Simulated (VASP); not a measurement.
Set up this calculation in VASP 6.6.1, as the native input.

```
Task                   : single point
Functional             : PBE
Potentials or basis    : VASP PAW PBE potentials, release 64 (Co, O)
Cutoff                 : 520 eV
k mesh                 : 16 × 16 × 16
Occupations            : gaussian, width 0.1 eV
Spin                   : collinear spin, ferromagnetic start
Starting moments       : [2.75, 0.25] μB
Hubbard terms          : Co d U = 3.32 eV
Dipole correction      : no
Further INCAR settings : ALGO = Normal; EDIFF = 1e-06; NBANDS = 18
```

The structure of CoO lies in POSCAR:

```
CoO
1.0
    0.0000000000      2.1354981379      2.1354981379
    2.1354981379      0.0000000000      2.1354981379
    2.1354981379      2.1354981379      0.0000000000
Co O
1 1
Direct
    0.0000000000      0.0000000000      0.0000000000
    0.5000000000      0.5000000000      0.5000000000
```

One way to write it, as run:

INCAR

```
SYSTEM = CoO
  PREC = Accurate
  ENCUT = 520
  EDIFF = 1E-6
  ISMEAR = 0
  SIGMA = 0.1
  LREAL = .FALSE.
  LASPH = .TRUE.
  NELM = 150
  ALGO = Normal
  ISIF = 2
  LWAVE = .FALSE.
  LCHARG = .FALSE.
  ISPIN = 2
  MAGMOM = 2.75 0.25
  LORBIT = 11
  LMAXMIX = 4
  LDAU = .TRUE.
  LDAUTYPE = 2
  LDAUL = 2 -1
  LDAUU = 3.32 0
  LDAUJ = 0 0
  LDAUPRINT = 1
  GGA = PE
  NBANDS = 18
```

KPOINTS

```
regular mesh
0
G
  16 16 16
  0 0 0
```

Potentials or basis: VASP PAW PBE potentials, release 64 (Co, O).

The run is started by

```console
$ cat potpaw_PBE.64/Co/POTCAR potpaw_PBE.64/O/POTCAR > POTCAR
$ mpirun -np 1 vasp_std > vasp.out
```

It gave:

```
Pressure                                              : -3.1 GPa
Band gap on the k mesh                                : zero (filled and empty bands overlap)
Net moment                                            : 3.00 μB per cell
Site moments                                          : Co +2.73; O +0.26 μB
Valence electrons inside the program's atomic spheres : Co 7.79; O 5.00
```

Caveat: a cell with one magnetic atom can't hold antiferromagnetic order, which such compounds often take.

It took 35 s on 1 thread of Intel(R) Xeon(R) 6975P-C (Granite Rapids) (shared host), peak memory 0.2 GiB.
